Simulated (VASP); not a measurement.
# SrCl2 in VASP: a series of runs, part 2 of 2

VASP 6.6.1. Earlier steps stand in the parts before.

## 3. Single point, r2SCAN (strained)

POSCAR

```
SrCl2
1.0
    0.0000000000      3.3693282850      3.3693282850
    3.3693282850      0.0000000000      3.3693282850
    3.3693282850      3.3693282850      0.0000000000
Sr Cl
1 2
Direct
    0.0000000000      0.0000000000      0.0000000000
    0.2500000000      0.2500000000      0.2500000000
    0.7500000000      0.7500000000      0.7500000000
```

INCAR.step1

```
PREC = Accurate
ENCUT = 520
ISMEAR = 0
SIGMA = 0.02
LREAL = F
LASPH = T
NELM = 60
NBANDS = 19
GGA = PE
ALGO = Normal
EDIFF = 1E-4
LWAVE = T
LCHARG = F
```

INCAR.step2

```
PREC = Accurate
ENCUT = 520
EDIFF = 1E-6
ISMEAR = 0
SIGMA = 0.02
LREAL = F
LASPH = T
NELM = 60
ALGO = Normal
ISIF = 2
LWAVE = F
LCHARG = F
METAGGA = R2SCAN
LMIXTAU = T
NBANDS = 19
ISTART = 1
```

KPOINTS

```
regular mesh
0
Gamma
  6 6 6
```

Potentials or basis: VASP PAW PBE potentials, release 64 (Sr_sv, Cl).

Started as:

```
cat potpaw_PBE.64/Sr_sv/POTCAR potpaw_PBE.64/Cl/POTCAR > POTCAR
cp INCAR.step1 INCAR
mpirun -np 1 vasp_std > vasp.out
cp INCAR.step2 INCAR
mpirun -np 1 vasp_std > vasp.out
```

OUTCAR:

```text
PREC = Accurate
   ENCUT = 520
   EDIFF = 1E-6
   ISMEAR = 0
   LREAL = F
   LASPH = T
   NELM = 60
   ISIF = 2
   METAGGA = R2SCAN
   ISTART = 1

 ion  position               nearest neighbor table
   1  0.000  0.000  0.000-   3 2.92   3 2.92   3 2.92   2 2.92   3 2.92   2 2.92   2 2.92   2 2.92

   2  0.250  0.250  0.250-   1 2.92   1 2.92   1 2.92   1 2.92
   3  0.750  0.750  0.750-   1 2.92   1 2.92   1 2.92   1 2.92

  LATTYP: Found a face centered cubic cell.
 ALAT       =     6.7386565700
[... 534 lines left out ...]

  FORCE on cell =-STRESS in cart. coord.  units (eV):
  Direction    XX          YY          ZZ          XY          YZ          ZX
  --------------------------------------------------------------------------------------
  -------------------------------------------------------------------------------------
  Total        2.6253523      2.6253523      2.6253523      0.0000000     -0.0000000      0.0000000
  in kB       54.9842349     54.9842349     54.9842349      0.0000000     -0.0000000      0.0000000
  external PRESSURE =      54.9842349 kB  Pullay stress =       0.0000000 kB

 VOLUME and BASIS-vectors are now :
 -----------------------------------------------------------------------------
  energy-cutoff  :      520.00
  volume of cell :       76.50
      direct lattice vectors                 reciprocal lattice vectors
     0.000000000  3.369328285  3.369328285    -0.148397531  0.148397531  0.148397531
     3.369328285  0.000000000  3.369328285     0.148397531 -0.148397531  0.148397531
     3.369328285  3.369328285  0.000000000     0.148397531  0.148397531 -0.148397531

 POSITION                                       TOTAL-FORCE (eV/Angst)
 -----------------------------------------------------------------------------------
      0.00000      0.00000      0.00000        -0.000000      0.000000      0.000000
      1.68466      1.68466      1.68466         0.000000      0.000000      0.000000
      5.05399      5.05399      5.05399        -0.000000     -0.000000     -0.000000
 -----------------------------------------------------------------------------------
    total drift:                                0.000000      0.000000      0.000000

  FREE ENERGIE OF THE ION-ELECTRON SYSTEM (eV)
  ---------------------------------------------------
  free  energy   TOTEN  =       -35.5510947611 eV

  energy  without entropy=      -35.5510947611  energy(sigma->0) =      -35.55109476
```

OUTCAR.step1:

```text
PREC = Accurate
   ENCUT = 520
   ISMEAR = 0
   LREAL = F
[... 567 lines left out ...]
      0.00000      0.00000      0.00000        -0.000000     -0.000000     -0.000000
      1.68466      1.68466      1.68466        -0.000000     -0.000000     -0.000000
      5.05399      5.05399      5.05399         0.000000      0.000000      0.000000
 -----------------------------------------------------------------------------------
    total drift:                                0.000000      0.000000      0.000000

  FREE ENERGIE OF THE ION-ELECTRON SYSTEM (eV)
  ---------------------------------------------------
  free  energy   TOTEN  =       -12.6027659723 eV

  energy  without entropy=      -12.6027659723  energy(sigma->0) =      -12.60276597
```

Wall time 1.8 min (1 thread of Intel Xeon 8259CL, shared host); peak memory 0.22 GiB.

Results:

* Free energy: -35.5511 eV
* Pressure: 5.5 GPa
* Band gap on the k mesh: 5.91 eV

Levels at points of the mesh, in eV from the valence-band top:
| k point | band 9 | band 10 | band 11 | band 12 | band 13 | band 14 | band 15 | band 16 |
| --- | --- | --- | --- | --- | --- | --- | --- | --- |
| (0.00, 0.00, 0.00) | -2.55 | -0.39 | -0.39 | -0.39 | 6.37 | 6.61 | 6.61 | 9.80 |
| (0.50, 0.00, 0.00) | -1.68 | -1.55 | -1.21 | -1.21 | 7.35 | 7.35 | 8.35 | 8.61 |
| (0.50, 0.50, 0.00) | -2.18 | -0.49 | -0.49 | 0.00 | 5.91 | 8.07 | 8.46 | 8.99 |

Caveat: the cell differs from its parent crystal (strained); the cell stands under pressure; the PAW data sets were made with another functional, which shifts forces and pressure a little. A k mesh can miss the band edges.

## 4. Single point, PBE (one atom moved)

INCAR

```
SYSTEM = SrCl2
ALGO = Normal ; EDIFF = 1E-6
ENCUT = 520 ; GGA = PE
ISIF = 2 ; ISMEAR = 0
LASPH = .True. ; LCHARG = .False.
LREAL = .False. ; LWAVE = .False.
NBANDS = 19 ; NELM = 60
PREC = Accurate ; SIGMA = 0.02
```

KPOINTS

```
k-points
0
Gamma
  6 6 6
  0 0 0
```

POSCAR

```
SrCl2
1.0
    0.0000000000      3.4855000000      3.4855000000
    3.4855000000      0.0000000000      3.4855000000
    3.4855000000      3.4855000000      0.0000000000
Sr Cl
1 2
Direct
    0.0129106298     -0.0129106298      0.0129106298
    0.2500000000      0.2500000000      0.2500000000
    0.7500000000      0.7500000000      0.7500000000
```

Started as:

```
cat potpaw_PBE.64/Sr_sv/POTCAR potpaw_PBE.64/Cl/POTCAR > POTCAR
mpirun -np 1 vasp_std > vasp.out
```

Run time: 94 s. Hardware: 1 thread of Intel Xeon 8259CL, shared host; peak memory 0.25 GiB.

The run converged. Its results:

| Property | Result |
| --- | --- |
| Free energy | -12.7696 eV |
| Pressure | 1.3 GPa |
| Largest force | 0.249 eV/Å |
| Band gap on the k mesh | 5.34 eV (least direct gap 5.50 eV) |

Forces in eV/Å, atoms in the order of the input:
```
Sr   0.000 -0.249  0.000
Cl   0.000  0.125  0.000
Cl   0.000  0.125  0.000
```

Levels at points of the mesh, in eV from the valence-band top:
```tsv
k point	band 9	band 10	band 11	band 12	band 13	band 14	band 15	band 16
(0.00, 0.00, 0.00)	-2.14	-0.35	-0.35	-0.35	5.34	6.08	6.12	8.91
(0.50, 0.00, 0.00)	-1.51	-1.32	-1.06	-1.06	6.70	6.72	7.44	7.95
(0.50, 0.50, 0.00)	-1.89	-0.43	-0.41	0.00	5.50	7.04	7.59	7.92
(0.50, 0.00, 0.50)	-1.89	-0.41	-0.41	-0.01	5.51	7.06	7.58	8.02
```

Caveat: the cell differs from its parent crystal (one atom moved). A k mesh can miss the band edges.

## 5. The runs side by side

```tsv
level	cell	gap on the mesh (eV)	pressure (GPa)
PBE	a = 5.165 Å, angles 60.0°, 3 atoms, strained	4.82	-2.9
r2SCAN	a = 4.765 Å, angles 60.0°, 3 atoms, strained	5.91	5.5
PBE	a = 4.929 Å, angles 60.0°, 3 atoms, one atom moved	5.34	1.3
```

Alike in all rows: task single point; potentials or basis VASP PAW PBE potentials, release 64 (Sr_sv, Cl); no spin polarisation; k mesh 6 × 6 × 6; cutoff (eV) 520; smearing gaussian 0.02 eV.

Caveats: the cell stands under pressure (at least some runs); the PAW data sets were made with another functional, which shifts forces and pressure a little (at least some runs).

Absolute energies hang on the potentials; compare differences alone.
